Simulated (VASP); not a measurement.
# InPd (Pm-3m) in VASP: a series of runs

The runs below take InPd through single point, with PBE.

All numbers are computed with VASP 6.6.1; they aren't measurements. Logs are shortened: lines on timing, memory, paths and dates and some standing lists are left out, and cuts for length are marked.

## Step 1: The cell of the first run

It takes space group Pm-3m (No. 221, cubic). Conventional cell: a = 3.216 Å, b = 3.216 Å, c = 3.216 Å, α = 90.00°, β = 90.00°, γ = 90.00°. Within 3.7 Å of In (site symmetry m-3m) lie 8 Pd at 2.79 Å and 6 In at 3.22 Å. Pd (site symmetry m-3m) has 8 In at 2.79 Å and 6 Pd at 3.22 Å within 3.7 Å.

## Step 2: Single point, PBE

INCAR reads:

```
ALGO = Normal
EDIFF = 1E-7
ENCUT = 520
GGA = PE
ISIF = 2
ISMEAR = -1
LASPH = True
LCHARG = False
LREAL = False
LWAVE = False
NBANDS = 18
NELM = 100
PREC = Accurate
SIGMA = 0.1
```

KPOINTS reads:

```
k-points
0
Gamma
  7 7 7
```

POSCAR reads:

```
InPd
1.0
    3.2164186067      0.0000000000      0.0000000000
    0.0000000000      3.2164186067      0.0000000000
    0.0000000000      0.0000000000      3.2164186067
In Pd
1 1
Direct
    0.0000000000      0.0000000000      0.0000000000
    0.5000000000      0.5000000000      0.5000000000
```

Potentials or basis: VASP PAW PBE potentials, release 64 (In_d, Pd).

Launch:

```
cat potpaw_PBE.64/In_d/POTCAR potpaw_PBE.64/Pd/POTCAR > POTCAR
mpirun -np 1 vasp_std > vasp.out
```

OUTCAR:

```text
EDIFF = 1E-7
   ENCUT = 520
   GGA = PE
   ISIF = 2
   ISMEAR = -1
   LASPH = True
   LREAL = False
   NELM = 100
   PREC = Accurate

 ion  position               nearest neighbor table
   1  0.000  0.000  0.000-   2 2.79   2 2.79   2 2.79   2 2.79   2 2.79   2 2.79   2 2.79   2 2.79

   2  0.500  0.500  0.500-   1 2.79   1 2.79   1 2.79   1 2.79   1 2.79   1 2.79   1 2.79   1 2.79

  LATTYP: Found a simple cubic cell.
 ALAT       =     3.2164186067

  Lattice vectors:

 A1 = (   3.2164186067,   0.0000000000,   0.0000000000)
 A2 = (   0.0000000000,   3.2164186067,   0.0000000000)
 A3 = (   0.0000000000,   0.0000000000,   3.2164186067)

Analysis of symmetry for initial positions (statically):
=====================================================================
 Subroutine PRICEL returns:
 Original cell was already a primitive cell.

 Routine SETGRP: Setting up the symmetry group for a
 simple cubic supercell.

 Subroutine GETGRP returns: Found 48 space group operations
 (whereof 48 operations were pure point group operations)
 out of a pool of 48 trial point group operations.

The static configuration has the point symmetry O_h .

Analysis of symmetry for dynamics (positions and initial velocities):
=====================================================================
 Subroutine PRICEL returns:
 Original cell was already a primitive cell.

 Routine SETGRP: Setting up the symmetry group for a
 simple cubic supercell.

 Subroutine GETGRP returns: Found 48 space group operations
 (whereof 48 operations were pure point group operations)
 out of a pool of 48 trial point group operations.

The dynamic configuration has the point symmetry O_h .

 Subroutine INISYM returns: Found 48 space group operations
 (whereof 48 operations are pure point group operations),
 and found     1 'primitive' translations

----------------------------------------------------------------------------------------

                                     Primitive cell

  volume of cell :      33.2750

  direct lattice vectors                    reciprocal lattice vectors
     3.216418607  0.000000000  0.000000000     0.310904805  0.000000000  0.000000000
     0.000000000  3.216418607  0.000000000     0.000000000  0.310904805  0.000000000
     0.000000000  0.000000000  3.216418607     0.000000000  0.000000000  0.310904805

  length of vectors
     3.216418607  3.216418607  3.216418607     0.310904805  0.310904805  0.310904805

  position of ions in fractional coordinates (direct lattice)
     0.000000000  0.000000000  0.000000000
     0.500000000  0.500000000  0.500000000

  ion indices of the primitive-cell ions
   primitive index   ion index
                 1           1
                 2           2

----------------------------------------------------------------------------------------

 KPOINTS: k-points

Automatic generation of k-mesh.
 Grid dimensions read from file:
 generate k-points for:    7    7    7

 Generating k-lattice:

  Cartesian coordinates                     Fractional coordinates (reciprocal lattice)
     0.044414972  0.000000000  0.000000000     0.142857143  0.000000000  0.000000000
     0.000000000  0.044414972  0.000000000     0.000000000  0.142857143  0.000000000
     0.000000000  0.000000000  0.044414972     0.000000000  0.000000000  0.142857143

  Length of vectors
     0.044414972  0.044414972  0.044414972

  Shift w.r.t. Gamma in fractional coordinates (k-lattice)
     0.000000000  0.000000000  0.000000000

 Subroutine IBZKPT returns following result:
 ===========================================

 Found     20 irreducible k-points:

 Following reciprocal coordinates:
            Coordinates               Weight
  0.000000  0.000000  0.000000      1.000000
  0.142857  0.000000  0.000000      6.000000
  0.285714  0.000000  0.000000      6.000000
  0.428571  0.000000  0.000000      6.000000
  0.142857  0.142857  0.000000     12.000000
  0.285714  0.142857  0.000000     24.000000
[... 12 lines left out ...]
  0.428571  0.428571  0.285714     24.000000
  0.428571  0.428571  0.428571      8.000000
   k-points           NKPTS =     20   k-points in BZ     NKDIM =     20   number of bands    NBANDS=     18
   number of dos      NEDOS =    301   number of ions     NIONS =      2
   total plane-waves  NPLWV =  13824
   dimension x,y,z NGX =    24 NGY =   24 NGZ =   24
   dimension x,y,z NGXF=    48 NGYF=   48 NGZF=   48
   ions per type =               1   1
   NGX,Y,Z   is equivalent  to a cutoff of  12.40, 12.40, 12.40 a.u.
   NGXF,Y,Z  is equivalent  to a cutoff of  24.81, 24.81, 24.81 a.u.
 SYSTEM =  unknown system
   PREC   = accura    normal or accurate (medium, high low for compatibility)
   ISTART =      0    job   : 0-new  1-cont  2-samecut
   ICHARG =      2    charge: 1-file 2-atom 10-const
   ISPIN  =      1    spin polarized calculation?
   LNONCOLLINEAR =      F non collinear calculations
   LSORBIT =      F    spin-orbit coupling
   LASPH  =      T    aspherical Exc in radial PAW
   ENCUT  =  520.0 eV  38.22 Ry    6.18 a.u.   5.98  5.98  5.98*2*pi/ulx,y,z
   NELM   =    100;   NELMIN=  2; NELMDL= -5     # of ELM steps
   EDIFF  = 0.1E-06   stopping-criterion for ELM
   LREAL  =      F    real-space projection
   EDIFFG = 0.1E-05   stopping-criterion for IOM
   NSW    =      0    number of steps for IOM
   IBRION =     -1    ionic relax: 0-MD 1-quasi-New 2-CG
   NFREE  =      0    steps in history (QN), initial steepest desc. (CG)
   ISIF   =      2    stress and relaxation
   ISYM   =      2    0-nonsym 1-usesym 2-fastsym
   POTIM  = 0.5000    time-step for ionic-motion
   TEBEG  =    0.0;   TEEND  =   0.0 temperature during run
   PSTRESS=    0.0 pullay stress
   NELECT =      23.0000    total number of electrons
   NUPDOWN=      -1.0000    fix difference up-down
   EMIN   =  10.00;   EMAX   =-10.00  energy-range for DOS
   EFERMI =   0.00;   METHOD = LEGACY
   ISMEAR =    -1;   SIGMA  =   0.10  broadening in eV -4-tet -1-fermi 0-gaus
   EFERMI_NEDOS =   21; number of points for ismear=-14 and -15
   IALGO  =     38    algorithm
   IMIX   =      4    mixing-type and parameters
     AMIX     =   0.40;   BMIX     =  1.00
     AMIX_MAG =   1.60;   BMIX_MAG =  1.00
  volume/ion in A,a.u.               =      16.64       112.28
  Fermi-wavevector in a.u.,A,eV,Ry     =   1.447477  2.735334 28.506769  2.095188
  Thomas-Fermi vector in A             =   2.565427
   LORBIT       =      0    0 simple, 1 ext, 2 COOP (PROOUT), +10 PAW based schemes
   GGA     = PE    functional components
   LHFCALC =     F    Hartree Fock is set to
   AEXX    =    0.0000 exact exchange contribution
   IVDW    =     0    specifies the selected vdW correction
   LEPSILON=     F    determine dielectric tensor
   LRPA    =     F    only Hartree local field effects (RPA)
 non-spin polarized calculation
  energy-cutoff  :      520.00
  volume of cell :       33.27
 maximum number of plane-waves:       916
 NGX is ok and might be reduce to    24
   NGX = 11   NGY = 11   NGZ = 11

 number of electron      22.9999993 magnetization

 Free energy of the ion-electron system (eV)
  ---------------------------------------------------
  ext. energy  EPLUGINS =         0.00000000
  ---------------------------------------------------
  free energy    TOTEN  =        -8.67514547 eV

  energy without entropy =       -8.65605126  energy(sigma->0) =       -8.66559836

 E-fermi :  11.5283     XC(G=0): -12.5248

 val. band max:       11.2868946126   @ k =   0.2857   0.0000   0.0000
 cond. band min:      11.6433049494   @ k =   0.4286   0.2857   0.2857
 fundamental gap:      0.3564103369
 Fermi energy:        11.5283151684

 k-point     1 :       0.0000    0.0000    0.0000
  band No.  band energies     occupation
      1      -3.7946      2.00000
      2      -3.7946      2.00000
      3      -3.3198      2.00000
      4      -3.3198      2.00000
      5      -3.3198      2.00000
      6       0.8161      2.00000
[... 10 lines left out ...]
     17      22.2498      0.00000
     18      27.4347      0.00000

 k-point     2 :       0.1429    0.0000    0.0000
  band No.  band energies     occupation
      1      -3.7811      2.00000
      2      -3.7186      2.00000
      3      -3.3427      2.00000
      4      -3.3427      2.00000
      5      -3.3125      2.00000
      6       1.1546      2.00000
[... 10 lines left out ...]
     17      24.3122      0.00000
     18      26.8521      0.00000

 k-point     3 :       0.2857    0.0000    0.0000
  band No.  band energies     occupation
      1      -3.7506      2.00000
      2      -3.5488      2.00000
      3      -3.3936      2.00000
      4      -3.3936      2.00000
      5      -3.2959      2.00000
      6       2.1588      2.00000
[... 10 lines left out ...]
     17      26.0349      0.00000
     18      26.1238      0.00000

 k-point     4 :       0.4286    0.0000    0.0000
  band No.  band energies     occupation
      1      -3.7259      2.00000
      2      -3.4339      2.00000
      3      -3.4339      2.00000
      4      -3.4140      2.00000
      5      -3.2825      2.00000
      6       3.7518      2.00000
[... 291 lines left out ...]
      4      -3.3561      2.00000
      5      -3.2100      2.00000
      6       4.9543      2.00000
[... 10 lines left out ...]
     17      21.4990      0.00000
     18      24.1716      0.00000

 k-point    19 :       0.4286    0.4286    0.2857
  band No.  band energies     occupation
      1      -3.6571      2.00000
      2      -3.5691      2.00000
      3      -3.5680      2.00000
      4      -3.2838      2.00000
      5      -3.1161      2.00000
      6       5.3759      2.00000
[... 10 lines left out ...]
     17      19.5187      0.00000
     18      21.7934      0.00000

 k-point    20 :       0.4286    0.4286    0.4286
  band No.  band energies     occupation
      1      -3.6338      2.00000
      2      -3.6176      2.00000
      3      -3.6176      2.00000
      4      -3.1126      2.00000
      5      -3.1126      2.00000
      6       5.8464      2.00000
[... 10 lines left out ...]
     17      17.0015      0.00000
     18      19.2605      0.00000

------------------------ aborting loop because EDIFF is reached ----------------------------------------

  FORCE on cell =-STRESS in cart. coord.  units (eV):
  Direction    XX          YY          ZZ          XY          YZ          ZX
  --------------------------------------------------------------------------------------
  -------------------------------------------------------------------------------------
  Total        2.4303272      2.4303272      2.4303272      0.0000000      0.0000000     -0.0000000
  in kB      117.0193358    117.0193358    117.0193358      0.0000000      0.0000000     -0.0000000
  external PRESSURE =     117.0193358 kB  Pullay stress =       0.0000000 kB

 VOLUME and BASIS-vectors are now :
 -----------------------------------------------------------------------------
  energy-cutoff  :      520.00
  volume of cell :       33.27
      direct lattice vectors                 reciprocal lattice vectors
     3.216418607  0.000000000  0.000000000     0.310904805  0.000000000  0.000000000
     0.000000000  3.216418607  0.000000000     0.000000000  0.310904805  0.000000000
     0.000000000  0.000000000  3.216418607     0.000000000  0.000000000  0.310904805

 POSITION                                       TOTAL-FORCE (eV/Angst)
 -----------------------------------------------------------------------------------
      0.00000      0.00000      0.00000         0.000000      0.000000      0.000000
      1.60821      1.60821      1.60821         0.000000      0.000000      0.000000
 -----------------------------------------------------------------------------------
    total drift:                                0.000000      0.000000     -0.000000

  FREE ENERGIE OF THE ION-ELECTRON SYSTEM (eV)
  ---------------------------------------------------
  free  energy   TOTEN  =        -8.6751454732 eV

  energy  without entropy=       -8.6560512556  energy(sigma->0) =       -8.66559836
```

Wall time 15 s (1 thread of Intel Xeon 6975P-C, shared host); peak memory 0.14 GiB.

Results:

| Quantity | Value |
| --- | --- |
| Free energy | -8.6751 eV |
| Pressure | 11.7 GPa |

Levels at points of the mesh, in eV from the Fermi level:
```csv
k point,band 8,band 9,band 10,band 11,band 12,band 13,band 14,band 15
"(0.00, 0.00, 0.00)",-4.29,-2.61,-2.61,-2.61,4.09,4.09,4.09,9.91
```

Caveat: spin-orbit coupling is left out, which moves the levels of the heavy elements.

(Part 1 of 2 ends here.)
